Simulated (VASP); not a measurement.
A run of VASP 6.6.1:

Contents of INCAR:

```
SYSTEM = Bi2Te3
  ALGO = Normal
  EDIFF = 1E-6
  ENCUT = 500
  GGA = PE
  GGA_COMPAT = .False.
  ISIF = 2
  ISMEAR = 0
  LASPH = .True.
  LCHARG = .True.
  LELF = .True.
  LREAL = .False.
  LVHAR = .True.
  LWAVE = .False.
  NBANDS = 32
  NELM = 120
  PREC = Accurate
  SIGMA = 0.01
```

KPOINTS

```
k-points
0
Gamma
  6 6 6
  0 0 0
```

POSCAR

```
Bi2Te3
1.0
    2.1930000000      1.2661291403     10.1656666667
   -2.1930000000      1.2661291403     10.1656666667
    0.0000000000     -2.5322582807     10.1656666667
Bi Te
2 3
Direct
    0.3999996667      0.3999996667      0.3999996667
    0.6000003333      0.6000003333      0.6000003333
    0.0000000000      0.0000000000      0.0000000000
    0.2095003333      0.2095003333      0.2095003333
    0.7904996667      0.7904996667      0.7904996667
```

Potentials or basis: VASP PAW PBE potentials, release 64 (Bi_d, Te).

Launch:

```bash
$ cat potpaw_PBE.64/Bi_d/POTCAR potpaw_PBE.64/Te/POTCAR > POTCAR
$ mpirun -np 1 vasp_std > vasp.out
```

Hardware: 1 thread of Intel Xeon 8259CL, on a shared host.

Task: How long does it take, and how much memory?

Result: It took 31 min on 1 thread of Intel Xeon 8259CL, on a shared host, peak memory 0.96 GiB. Counts: scf iterations 14, k points 32.
